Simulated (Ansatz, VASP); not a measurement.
Cr: VASP beside Ansatz

```xyz
2
Lattice="0.0000 1.9680 4.3094 1.3679 0.0000 4.3094 1.3679 1.9680 0.0000" Properties=species:S:1:pos:R:3 pbc="T T T"
Cr    1.3679    1.9680    1.1316
Cr    1.3679    1.9680    7.4872
```

Alike in both runs: functional PBEsol; k mesh 26 × 26 × 26; occupations gaussian, width 0.1 eV; no spin polarisation.

Ansatz relaxed the structure, and its values are those at the end. VASP's run is a single point on that final structure, the one shown.

|  | VASP | Ansatz |
| --- | --- | --- |
| version | VASP 6.6.1 | Ansatz 0.2.0 |
| potentials or method | VASP PAW PBE potentials, release 64 (Cr_pv), cutoff 520 eV | scalar-relativistic, plane waves, PAW |
| valence electrons in the cell | 24 | 28 |

|  | VASP | Ansatz | Ansatz less VASP |
| --- | --- | --- | --- |
| gap on the k mesh at the Fermi level (eV) | none | none | - |
| pressure (GPa) | -0.3 | 0.0 | +0.29 |
| rms of the force components (eV/Å) | 0.010 | 0.000 | -0.0099 |

VASP's potentials were made for PBE, not for PBEsol. A gap of «none» marks a metal or a gap that the smearing closes. VASP's potentials hold 24 valence electrons a cell and Ansatz's 28, so a difference there can come from the potentials and not from the codes.
